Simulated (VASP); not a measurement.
# LiH (I4/mmm) in VASP: further runs

The runs below take LiH through single point, with LDA.

All numbers are computed with VASP 6.6.1; they aren't measurements. Logs are shortened: lines on timing, memory, paths and dates and some standing lists are left out, and cuts for length are marked.

## Step 1: The cell of the first run

The structure is tetragonal, space group I4/mmm (No. 139). The conventional cell has a = 2.874 Å, b = 2.874 Å, c = 4.024 Å, α = 90.00°, β = 90.00°, γ = 90.00°. Li (site symmetry 4/mmm) has 6 H at 2.01 to 2.03 Å within 2.7 Å. Within 2.7 Å of H (site symmetry 4/mmm) lie 6 Li at 2.01 to 2.03 Å.

## Step 2: Single point, LDA (zz strain of -1 %)

The input, INCAR:

```
PREC = Accurate
ENCUT = 520
EDIFF = 1E-6
ISMEAR = -1
SIGMA = 0.03
LREAL = False
LASPH = True
NELM = 60
ALGO = Normal
ISIF = 2
LWAVE = False
LCHARG = True
GGA = CA
LELF = True
LVHAR = True
NBANDS = 9
```

The input, KPOINTS:

```
regular mesh
0
Gamma
  11 11 11
```

The input, POSCAR:

```
LiH
1.0
    0.0000000000      2.0325000000      2.0121750000
    2.0325000000      0.0000000000      2.0121750000
    2.0325000000      2.0325000000      0.0000000000
Li H
1 1
Direct
    0.0000000000      0.0000000000      0.0000000000
    0.5000000000      0.5000000000      0.5000000000
```

Potentials or basis: VASP PAW LDA potentials, release 64 (Li_sv, H).

Launch:

```
$ cat potpaw_LDA.64/Li_sv/POTCAR potpaw_LDA.64/H/POTCAR > POTCAR
$ mpirun -np 1 vasp_std > vasp.out
```

OUTCAR:

```text
PREC = Accurate
   ENCUT = 520
   EDIFF = 1E-6
   ISMEAR = -1
   LREAL = False
   LASPH = True
   NELM = 60
   ISIF = 2
   GGA = CA

 ion  position               nearest neighbor table
   1  0.000  0.000  0.000-
   2  0.500  0.500  0.500-

  LATTYP: Found a body centered tetragonal cell.
 ALAT       =     2.8743890655
 C/A-ratio  =     1.4000714267

  Lattice vectors:

 A1 = (   0.0000000000,  -2.0325000000,  -2.0121750000)
 A2 = (   0.0000000000,   2.0325000000,  -2.0121750000)
 A3 = (   2.0325000000,   0.0000000000,   2.0121750000)

Analysis of symmetry for initial positions (statically):
=====================================================================
 Subroutine PRICEL returns:
 Original cell was already a primitive cell.

 Routine SETGRP: Setting up the symmetry group for a
 body centered tetragonal supercell.

 Subroutine GETGRP returns: Found 16 space group operations
 (whereof 16 operations were pure point group operations)
 out of a pool of 16 trial point group operations.

The static configuration has the point symmetry D_4h.

Analysis of symmetry for dynamics (positions and initial velocities):
=====================================================================
 Subroutine PRICEL returns:
 Original cell was already a primitive cell.

 Routine SETGRP: Setting up the symmetry group for a
 body centered tetragonal supercell.

 Subroutine GETGRP returns: Found 16 space group operations
 (whereof 16 operations were pure point group operations)
 out of a pool of 16 trial point group operations.

The dynamic configuration has the point symmetry D_4h.

 Subroutine INISYM returns: Found 16 space group operations
 (whereof 16 operations are pure point group operations),
 and found     1 'primitive' translations

----------------------------------------------------------------------------------------

                                     Primitive cell

  volume of cell :      16.6248

  direct lattice vectors                    reciprocal lattice vectors
     0.000000000  2.032500000  2.012175000    -0.246002460  0.246002460  0.248487333
     2.032500000  0.000000000  2.012175000     0.246002460 -0.246002460  0.248487333
     2.032500000  2.032500000  0.000000000     0.246002460  0.246002460 -0.248487333

  length of vectors
     2.860053230  2.860053230  2.874389066     0.427528216  0.427528216  0.427528216

[... 83 lines left out ...]
   NSW    =      0    number of steps for IOM
   IBRION =     -1    ionic relax: 0-MD 1-quasi-New 2-CG
   NFREE  =      0    steps in history (QN), initial steepest desc. (CG)
   ISIF   =      2    stress and relaxation
   ISYM   =      2    0-nonsym 1-usesym 2-fastsym
   POTIM  = 0.5000    time-step for ionic-motion
   TEBEG  =    0.0;   TEEND  =   0.0 temperature during run
   PSTRESS=    0.0 pullay stress
   NELECT =       4.0000    total number of electrons
   NUPDOWN=      -1.0000    fix difference up-down
   EMIN   =  10.00;   EMAX   =-10.00  energy-range for DOS
   EFERMI =   0.00;   METHOD = LEGACY
   ISMEAR =    -1;   SIGMA  =   0.03  broadening in eV -4-tet -1-fermi 0-gaus
   EFERMI_NEDOS =   21; number of points for ismear=-14 and -15
   IALGO  =     38    algorithm
   IMIX   =      4    mixing-type and parameters
     AMIX     =   0.40;   BMIX     =  1.00
     AMIX_MAG =   1.60;   BMIX_MAG =  1.00
  volume/ion in A,a.u.               =       8.31        56.09
  Fermi-wavevector in a.u.,A,eV,Ry     =   1.018222  1.924161 14.106199  1.036776
  Thomas-Fermi vector in A             =   2.151668
   LORBIT       =      0    0 simple, 1 ext, 2 COOP (PROOUT), +10 PAW based schemes
   GGA     = CA    functional components
   LHFCALC =     F    Hartree Fock is set to
   AEXX    =    0.0000 exact exchange contribution
   IVDW    =     0    specifies the selected vdW correction
   LEPSILON=     F    determine dielectric tensor
   LRPA    =     F    only Hartree local field effects (RPA)
 non-spin polarized calculation
  energy-cutoff  :      520.00
  volume of cell :       16.62
 maximum number of plane-waves:       459
 NGX is ok and might be reduce to    24
   NGX = 11   NGY = 11   NGZ = 11

 number of electron       3.9999997 magnetization

 Free energy of the ion-electron system (eV)
  ---------------------------------------------------
  ext. energy  EPLUGINS =         0.00000000
  ---------------------------------------------------
  free energy    TOTEN  =        -6.47572366 eV

  energy without entropy =       -6.47572366  energy(sigma->0) =       -6.47572366

 E-fermi :   0.6362     XC(G=0):  -8.7021

 val. band max:        0.0558814963   @ k =  -0.4545   0.4545   0.0000
 cond. band min:       2.7936875586   @ k =  -0.4545  -0.0000   0.4545
 fundamental gap:      2.7378060623
 Fermi energy:         0.6361796034

 k-point     1 :       0.0000    0.0000    0.0000
  band No.  band energies     occupation
      1     -43.4399      2.00000
      2      -5.3831      2.00000
      3      15.7614      0.00000
      4      17.0866      0.00000
      5      17.1699      0.00000
      6      17.1699      0.00000
      7      21.8959      0.00000
      8      21.8959      0.00000
      9      21.9530      0.00000
[... 265 lines left out ...]
 k-point    24 :      -0.1818    0.1818    0.0000
  band No.  band energies     occupation
      1     -43.4092      2.00000
      2      -3.8922      2.00000
      3       9.8953      0.00000
      4       9.9709      0.00000
      5      15.5228      0.00000
      6      16.7474      0.00000
      7      20.8890      0.00000
      8      22.6577      0.00000
      9      24.2987      0.00000

 [... further k-points ...]

------------------------ aborting loop because EDIFF is reached ----------------------------------------

  FORCE on cell =-STRESS in cart. coord.  units (eV):
  Direction    XX          YY          ZZ          XY          YZ          ZX
  --------------------------------------------------------------------------------------
  -------------------------------------------------------------------------------------
  Total       -0.4179358     -0.4179358     -0.3527117      0.0000000     -0.0000000      0.0000000
  in kB      -40.2775753    -40.2775753    -33.9917563      0.0000000     -0.0000000      0.0000000
  external PRESSURE =     -38.1823023 kB  Pullay stress =       0.0000000 kB

 VOLUME and BASIS-vectors are now :
 -----------------------------------------------------------------------------
  energy-cutoff  :      520.00
  volume of cell :       16.62
      direct lattice vectors                 reciprocal lattice vectors
     0.000000000  2.032500000  2.012175000    -0.246002460  0.246002460  0.248487333
     2.032500000  0.000000000  2.012175000     0.246002460 -0.246002460  0.248487333
     2.032500000  2.032500000  0.000000000     0.246002460  0.246002460 -0.248487333

 POSITION                                       TOTAL-FORCE (eV/Angst)
 -----------------------------------------------------------------------------------
      0.00000      0.00000      0.00000         0.000000      0.000000      0.000000
      2.03250      2.03250      2.01218        -0.000000      0.000000      0.000000
 -----------------------------------------------------------------------------------
    total drift:                                0.000000     -0.000000     -0.000000

  FREE ENERGIE OF THE ION-ELECTRON SYSTEM (eV)
  ---------------------------------------------------
  free  energy   TOTEN  =        -6.4757236622 eV

  energy  without entropy=       -6.4757236622  energy(sigma->0) =       -6.47572366
```

Run time: 5.1 s. Hardware: 1 thread of Intel Xeon 6975P-C (Granite Rapids), shared host; peak memory 0.13 GiB.

Results:

```
Free energy            : -6.4757 eV
Band gap on the k mesh : 2.74 eV, indirect (least direct gap 2.81 eV)
```

Caveat: the cell differs from its parent crystal (zz strain of -1 %); the cutoff is under 1.25 times the usual one of these potentials, so pressure, stress and relaxed cells hold a basis-set (Pulay) error.

## Step 3: Single point, LDA (zz strain of +1 %)

The input, INCAR:

```
PREC = Accurate ; ENCUT = 520
EDIFF = 1E-7 ; ISMEAR = -1
SIGMA = 0.03 ; LREAL = False
LASPH = True ; NELM = 60
ALGO = Normal ; ISIF = 2
LWAVE = False ; LCHARG = False
GGA = CA ; NBANDS = 9
```

The input, KPOINTS:

```
Automatic mesh
0
Gamma
  11 11 11
```

The input, POSCAR:

```
LiH
1.0
    0.0000000000      2.0325000000      2.0528250000
    2.0325000000      0.0000000000      2.0528250000
    2.0325000000      2.0325000000      0.0000000000
Li H
1 1
Direct
    0.0000000000      0.0000000000      0.0000000000
    0.5000000000      0.5000000000      0.5000000000
```

Potentials or basis: VASP PAW LDA potentials, release 64 (Li_sv, H).

Launch:

```
$ cat potpaw_LDA.64/Li_sv/POTCAR potpaw_LDA.64/H/POTCAR > POTCAR
$ mpirun -np 1 vasp_std > vasp.out
```

Wall time 5.1 s (1 thread of Intel Xeon 6975P-C (Granite Rapids), shared host); peak memory 0.13 GiB.

The run converged. Its results:

| Property | Result |
| --- | --- |
| Free energy | -6.4676 eV |
| Band gap on the k mesh | 2.74 eV, indirect (least direct gap 2.81 eV) |

Levels at points of the mesh, in eV from the valence-band top:
| k point | band 1 | band 2 | band 3 | band 4 | band 5 |
| --- | --- | --- | --- | --- | --- |
| (0.00, 0.00, 0.00) | -43.49 | -5.34 | 15.48 | 16.89 | 16.89 |

Caveat: the cell differs from its parent crystal (zz strain of +1 %); the cutoff is under 1.25 times the usual one of these potentials, so pressure, stress and relaxed cells hold a basis-set (Pulay) error. A k mesh can miss the band edges.
